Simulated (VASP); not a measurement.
# NaI (Fm-3m) in VASP: further runs

The runs below take NaI through single point, with PBE, LDA.

Everything below comes from runs of VASP 6.6.1. Logs are shortened: lines on timing, memory, paths and dates and some standing lists are left out, and cuts for length are marked.

### Step 1. The cell of the first run

Symmetry: Fm-3m, No. 225, cubic system. Conventional cell: a = 6.600 Å, b = 6.600 Å, c = 6.600 Å, α = 90.00°, β = 90.00°, γ = 90.00°. Within 4.3 Å of I (site symmetry m-3m) lie 6 Na at 3.30 Å. Within 4.3 Å of Na (site symmetry m-3m) lie 6 I at 3.30 Å.

### Step 2. Single point, PBE

INCAR

```
SYSTEM = NaI
PREC = Accurate
ENCUT = 520
EDIFF = 1E-6
ISMEAR = -1
SIGMA = 0.05
LREAL = .False.
LASPH = .True.
NELM = 60
ALGO = Normal
ISIF = 2
LWAVE = .False.
LCHARG = .False.
GGA = PE
NBANDS = 14
```

KPOINTS

```
regular mesh
0
Gamma
  7 7 7
  0 0 0
```

POSCAR

```
NaI
1.0
    0.0000000000      3.2998749385      3.2998749385
    3.2998749385      0.0000000000      3.2998749385
    3.2998749385      3.2998749385      0.0000000000
I Na
1 1
Direct
    0.5000000000      0.5000000000      0.5000000000
    0.0000000000      0.0000000000      0.0000000000
```

Potentials or basis: VASP PAW PBE potentials, release 64 (I, Na_pv).

Launch:

```
cat potpaw_PBE.64/I/POTCAR potpaw_PBE.64/Na_pv/POTCAR > POTCAR
mpirun -np 1 vasp_std > vasp.out
```

OUTCAR:

```text
SYSTEM = NaI
   PREC = Accurate
   ENCUT = 520
   EDIFF = 1E-6
   ISMEAR = -1
   LREAL = .False.
   LASPH = .True.
   NELM = 60
   ISIF = 2
   GGA = PE

 ion  position               nearest neighbor table
   1  0.500  0.500  0.500-
   2  0.000  0.000  0.000-

  LATTYP: Found a face centered cubic cell.
 ALAT       =     6.5997498770

  Lattice vectors:

 A1 = (   0.0000000000,   3.2998749385,   3.2998749385)
 A2 = (   3.2998749385,   0.0000000000,   3.2998749385)
 A3 = (   3.2998749385,   3.2998749385,   0.0000000000)

Analysis of symmetry for initial positions (statically):
=====================================================================
 Subroutine PRICEL returns:
 Original cell was already a primitive cell.

 Routine SETGRP: Setting up the symmetry group for a
 face centered cubic supercell.

 Subroutine GETGRP returns: Found 48 space group operations
 (whereof 48 operations were pure point group operations)
 out of a pool of 48 trial point group operations.

The static configuration has the point symmetry O_h .

Analysis of symmetry for dynamics (positions and initial velocities):
=====================================================================
 Subroutine PRICEL returns:
 Original cell was already a primitive cell.

 Routine SETGRP: Setting up the symmetry group for a
 face centered cubic supercell.

 Subroutine GETGRP returns: Found 48 space group operations
 (whereof 48 operations were pure point group operations)
 out of a pool of 48 trial point group operations.

The dynamic configuration has the point symmetry O_h .

 Subroutine INISYM returns: Found 48 space group operations
 (whereof 48 operations are pure point group operations),
 and found     1 'primitive' translations

----------------------------------------------------------------------------------------

                                     Primitive cell

  volume of cell :      71.8658

  direct lattice vectors                    reciprocal lattice vectors
     0.000000000  3.299874938  3.299874938    -0.151520894  0.151520894  0.151520894
     3.299874938  0.000000000  3.299874938     0.151520894 -0.151520894  0.151520894
     3.299874938  3.299874938  0.000000000     0.151520894  0.151520894 -0.151520894

  length of vectors
     4.666727892  4.666727892  4.666727892     0.262441886  0.262441886  0.262441886

  position of ions in fractional coordinates (direct lattice)
     0.500000000  0.500000000  0.500000000
     0.000000000  0.000000000  0.000000000

  ion indices of the primitive-cell ions
   primitive index   ion index
                 1           1
                 2           2

----------------------------------------------------------------------------------------

 KPOINTS: regular mesh

Automatic generation of k-mesh.
 Grid dimensions read from file:
 generate k-points for:    7    7    7

 Generating k-lattice:

  Cartesian coordinates                     Fractional coordinates (reciprocal lattice)
    -0.021645842  0.021645842  0.021645842     0.142857143  0.000000000  0.000000000
     0.021645842 -0.021645842  0.021645842     0.000000000  0.142857143  0.000000000
     0.021645842  0.021645842 -0.021645842     0.000000000  0.000000000  0.142857143

  Length of vectors
     0.037491698  0.037491698  0.037491698

  Shift w.r.t. Gamma in fractional coordinates (k-lattice)
     0.000000000  0.000000000  0.000000000

 Subroutine IBZKPT returns following result:
 ===========================================

 Found     20 irreducible k-points:

 Following reciprocal coordinates:
            Coordinates               Weight
  0.000000  0.000000  0.000000      1.000000
  0.142857  0.000000  0.000000      8.000000
  0.285714  0.000000  0.000000      8.000000
  0.428571  0.000000  0.000000      8.000000
  0.142857  0.142857  0.000000      6.000000
  0.285714  0.142857  0.000000     24.000000
[... 12 lines left out ...]
 -0.428571  0.428571  0.142857     24.000000
 -0.285714  0.428571  0.142857     24.000000
   k-points           NKPTS =     20   k-points in BZ     NKDIM =     20   number of bands    NBANDS=     14
   number of dos      NEDOS =    301   number of ions     NIONS =      2
   total plane-waves  NPLWV =  46656
   dimension x,y,z NGX =    36 NGY =   36 NGZ =   36
   dimension x,y,z NGXF=    72 NGYF=   72 NGZF=   72
   ions per type =               1   1
   NGX,Y,Z   is equivalent  to a cutoff of  12.82, 12.82, 12.82 a.u.
   NGXF,Y,Z  is equivalent  to a cutoff of  25.65, 25.65, 25.65 a.u.
 SYSTEM =  NaI
   PREC   = accura    normal or accurate (medium, high low for compatibility)
   ISTART =      0    job   : 0-new  1-cont  2-samecut
   ICHARG =      2    charge: 1-file 2-atom 10-const
   ISPIN  =      1    spin polarized calculation?
   LNONCOLLINEAR =      F non collinear calculations
   LSORBIT =      F    spin-orbit coupling
   LASPH  =      T    aspherical Exc in radial PAW
   ENCUT  =  520.0 eV  38.22 Ry    6.18 a.u.   8.68  8.68  8.68*2*pi/ulx,y,z
   NELM   =     60;   NELMIN=  2; NELMDL= -5     # of ELM steps
   EDIFF  = 0.1E-05   stopping-criterion for ELM
   LREAL  =      F    real-space projection
   EDIFFG = 0.1E-04   stopping-criterion for IOM
   NSW    =      0    number of steps for IOM
   IBRION =     -1    ionic relax: 0-MD 1-quasi-New 2-CG
   NFREE  =      0    steps in history (QN), initial steepest desc. (CG)
   ISIF   =      2    stress and relaxation
   ISYM   =      2    0-nonsym 1-usesym 2-fastsym
   POTIM  = 0.5000    time-step for ionic-motion
   TEBEG  =    0.0;   TEEND  =   0.0 temperature during run
   PSTRESS=    0.0 pullay stress
   NELECT =      14.0000    total number of electrons
   NUPDOWN=      -1.0000    fix difference up-down
   EMIN   =  10.00;   EMAX   =-10.00  energy-range for DOS
   EFERMI =   0.00;   METHOD = LEGACY
   ISMEAR =    -1;   SIGMA  =   0.05  broadening in eV -4-tet -1-fermi 0-gaus
   EFERMI_NEDOS =   21; number of points for ismear=-14 and -15
   IALGO  =     38    algorithm
   IMIX   =      4    mixing-type and parameters
     AMIX     =   0.40;   BMIX     =  1.00
     AMIX_MAG =   1.60;   BMIX_MAG =  1.00
  volume/ion in A,a.u.               =      35.93       242.49
  Fermi-wavevector in a.u.,A,eV,Ry     =   0.949023  1.793393 12.254012  0.900644
  Thomas-Fermi vector in A             =   2.077267
   LORBIT       =      0    0 simple, 1 ext, 2 COOP (PROOUT), +10 PAW based schemes
   GGA     = PE    functional components
   LHFCALC =     F    Hartree Fock is set to
   AEXX    =    0.0000 exact exchange contribution
   IVDW    =     0    specifies the selected vdW correction
   LEPSILON=     F    determine dielectric tensor
   LRPA    =     F    only Hartree local field effects (RPA)
 non-spin polarized calculation
  energy-cutoff  :      520.00
  volume of cell :       71.87
 maximum number of plane-waves:      1948
   NGX = 17   NGY = 17   NGZ = 17

 number of electron      14.0000004 magnetization

 Free energy of the ion-electron system (eV)
  ---------------------------------------------------
  ext. energy  EPLUGINS =         0.00000000
  ---------------------------------------------------
  free energy    TOTEN  =        -5.38447543 eV

  energy without entropy =       -5.38447543  energy(sigma->0) =       -5.38447543

 E-fermi :   1.4927     XC(G=0):  -7.4725

 val. band max:        0.4174558829   @ k =   0.0000   0.0000   0.0000
 cond. band min:       3.9107403953   @ k =   0.0000   0.0000   0.0000
 fundamental gap:      3.4932845124
 Fermi energy:         1.4927306230

 k-point     1 :       0.0000    0.0000    0.0000
  band No.  band energies     occupation
      1     -22.0989      2.00000
      2     -22.0988      2.00000
      3     -22.0988      2.00000
      4     -10.4594      2.00000
      5       0.4175      2.00000
      6       0.4175      2.00000
      7       0.4175      2.00000
      8       3.9107      0.00000
      9       8.3410      0.00000
     10       8.3410      0.00000
     11       8.3410      0.00000
     12      10.0663      0.00000
     13      10.0663      0.00000
     14      10.8044      0.00000

 k-point     2 :       0.1429    0.0000    0.0000
  band No.  band energies     occupation
      1     -22.0996      2.00000
      2     -22.0989      2.00000
      3     -22.0989      2.00000
      4     -10.4127      2.00000
      5      -0.1035      2.00000
      6       0.3676      2.00000
      7       0.3676      2.00000
      8       4.5233      0.00000
      9       7.9088      0.00000
     10       8.4963      0.00000
     11       8.4963      0.00000
     12       9.5856      0.00000
     13       9.5856      0.00000
     14      11.1172      0.00000

 k-point     3 :       0.2857    0.0000    0.0000
  band No.  band energies     occupation
      1     -22.1012      2.00000
      2     -22.0990      2.00000
      3     -22.0990      2.00000
      4     -10.3035      2.00000
      5      -0.9538      2.00000
      6       0.2613      2.00000
      7       0.2613      2.00000
      8       5.3350      0.00000
      9       7.9058      0.00000
     10       8.2101      0.00000
     11       8.2101      0.00000
     12      10.1265      0.00000
     13      10.1265      0.00000
     14      10.5054      0.00000
[... 256 lines left out ...]
 k-point    19 :      -0.4286    0.4286    0.1429
  band No.  band energies     occupation
      1     -22.1015      2.00000
      2     -22.1003      2.00000
      3     -22.1000      2.00000
      4     -10.1407      2.00000
      5      -1.1447      2.00000
      6      -0.4666      2.00000
      7      -0.2861      2.00000
      8       5.5929      0.00000
      9       6.7657      0.00000
     10       8.4068      0.00000
     11       9.6171      0.00000
     12      11.2374      0.00000
     13      12.2367      0.00000
     14      13.1763      0.00000

 k-point    20 :      -0.2857    0.4286    0.1429
  band No.  band energies     occupation
      1     -22.1011      2.00000
      2     -22.1010      2.00000
      3     -22.0999      2.00000
      4     -10.1310      2.00000
      5      -0.9196      2.00000
      6      -0.8667      2.00000
      7      -0.2577      2.00000
      8       6.0288      0.00000
      9       7.3447      0.00000
     10       8.2297      0.00000
     11       8.5745      0.00000
     12      11.0939      0.00000
     13      11.7674      0.00000
     14      13.6268      0.00000

------------------------ aborting loop because EDIFF is reached ----------------------------------------

  FORCE on cell =-STRESS in cart. coord.  units (eV):
  Direction    XX          YY          ZZ          XY          YZ          ZX
  --------------------------------------------------------------------------------------
  -------------------------------------------------------------------------------------
  Total       -0.1997341     -0.1997341     -0.1997341     -0.0000000      0.0000000     -0.0000000
  in kB       -4.4528742     -4.4528742     -4.4528742     -0.0000000      0.0000000     -0.0000000
  external PRESSURE =      -4.4528742 kB  Pullay stress =       0.0000000 kB

 VOLUME and BASIS-vectors are now :
 -----------------------------------------------------------------------------
  energy-cutoff  :      520.00
  volume of cell :       71.87
      direct lattice vectors                 reciprocal lattice vectors
     0.000000000  3.299874938  3.299874938    -0.151520894  0.151520894  0.151520894
     3.299874938  0.000000000  3.299874938     0.151520894 -0.151520894  0.151520894
     3.299874938  3.299874938  0.000000000     0.151520894  0.151520894 -0.151520894

 POSITION                                       TOTAL-FORCE (eV/Angst)
 -----------------------------------------------------------------------------------
      3.29987      3.29987      3.29987        -0.000000      0.000000     -0.000000
      0.00000      0.00000      0.00000         0.000000     -0.000000      0.000000
 -----------------------------------------------------------------------------------
    total drift:                                0.000000      0.000000      0.000000

  FREE ENERGIE OF THE ION-ELECTRON SYSTEM (eV)
  ---------------------------------------------------
  free  energy   TOTEN  =        -5.3844754258 eV

  energy  without entropy=       -5.3844754257  energy(sigma->0) =       -5.38447543
```

Run time: 13 s. Hardware: 1 thread of Intel Xeon Platinum 8488C (Sapphire Rapids), shared host; peak memory 0.2 GiB.

What came out:

- Free energy: -5.3845 eV
- Pressure: -0.4 GPa
- Band gap on the k mesh: 3.49 eV, direct

Caveat: spin-orbit coupling is left out, which moves the levels of the heavy elements. As with any semilocal functional, this PBE gap is likely too small.

### Step 3. Single point, LDA (volume scaled by 0.94)

INCAR

```
SYSTEM = NaI
  ALGO = Normal
  EDIFF = 1E-6
  ENCUT = 520
  ISIF = 2
  ISMEAR = -1
  LASPH = .True.
  LCHARG = .False.
  LREAL = .False.
  LWAVE = .False.
  NBANDS = 14
  NELM = 100
  PREC = Accurate
  SIGMA = 0.05
```

KPOINTS

```
k-points
0
Gamma
  7 7 7
  0 0 0
```

POSCAR

```
NaI
1.0
    0.0000000000      3.1703324822      3.1703324822
    3.1703324822      0.0000000000      3.1703324822
    3.1703324822      3.1703324822      0.0000000000
I Na
1 1
Direct
    0.5000000000      0.5000000000      0.5000000000
    0.0000000000      0.0000000000      0.0000000000
```

Potentials or basis: VASP PAW LDA potentials, release 64 (I, Na_pv).

Launch:

```
cat potpaw_LDA.64/I/POTCAR potpaw_LDA.64/Na_pv/POTCAR > POTCAR
mpirun -np 1 vasp_std > vasp.out
```

Wall time 20 s (1 thread of Intel Xeon 8259CL, shared host); peak memory 0.17 GiB.

The run converged. Its results:

* Free energy: -6.0119 eV
* Pressure: -0.7 GPa
* Band gap on the k mesh: 3.52 eV, direct

Levels at points of the mesh, in eV from the valence-band top:
```tsv
k point	band 4	band 5	band 6	band 7	band 8	band 9	band 10	band 11
(0.00, 0.00, 0.00)	-11.25	0.00	0.00	0.00	3.52	7.80	7.80	7.80
```

Caveat: spin-orbit coupling is left out, which moves the levels of the heavy elements.
